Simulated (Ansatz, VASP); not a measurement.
**Two plane-wave programs on BeTe**

File INCAR:

```
  PREC = Accurate
  ENCUT = 600
  EDIFF = 1E-6
  ISMEAR = -1
  SIGMA = 0.05
  LREAL = F
  LASPH = T
  NELM = 80
  ALGO = Normal
  ISIF = 3
  LWAVE = F
  LCHARG = F
  GGA = PS
  IBRION = 2
  NSW = 100
  EDIFFG = -0.002
```

Contents of KPOINTS:

```
regular mesh
0
Gamma
  16 16 16
```

File POSCAR:

```
BeTe
1.0
    0.0000000000      2.7700000000      2.7700000000
    2.7700000000      0.0000000000      2.7700000000
    2.7700000000      2.7700000000      0.0000000000
Be Te
1 1
Direct
    0.0000000000      0.0000000000      0.0000000000
    0.7500000000      0.7500000000      0.7500000000
```

Input for Ansatz:

```yaml
crystal:
  lattice:
    - [0.0, 2.77, 2.77]
    - [2.77, 0.0, 2.77]
    - [2.77, 2.77, 0.0]
  atoms:
    - { symbol: Be, position: [0.0, 0.0, 0.0] }
    - { symbol: Te, position: [0.75, 0.75, 0.75] }
kpoints:
  mp_grid: { grid: [16, 16, 16] }
scf:
  occupations: { method: fermi_dirac, width: 0.05 }
hamiltonian:
  xc: pbesol
  pseudopotentials: { kind: paw }
relax:
  f_tol: 0.002
  max_steps: 80
  cell: {}
output:
  forces: true
  stress: true
```

Alike in both runs: task relaxation of cell and atoms; functional PBEsol; k mesh 16 × 16 × 16; occupations fermi-dirac, width 0.05 eV; no spin polarisation.

|  | VASP | Ansatz |
| --- | --- | --- |
| version | VASP 6.6.1 | Ansatz 0.2.0 |
| potentials or method | VASP PAW PBE potentials, release 64 (Be, Te) | PAW with Ansatz's default frozen-core files, scalar-relativistic |
| plane-wave cutoff (eV) | 600 | 420 |
| valence electrons in the cell | 8 | 18 |

Ansatz gave:

* relaxed volume (Å³/atom): 22.02
* relaxed cell length with the largest relative difference (Å): 3.964

Estimate VASP's values.

relaxed volume (Å³/atom): 22.09; relaxed cell length with the largest relative difference (Å): 3.968.

VASP's potentials were made for PBE, not for PBEsol. VASP's potentials hold 8 valence electrons a cell and Ansatz's 18, so a difference there can come from the potentials and not from the codes.

Spin-orbit coupling is off throughout.
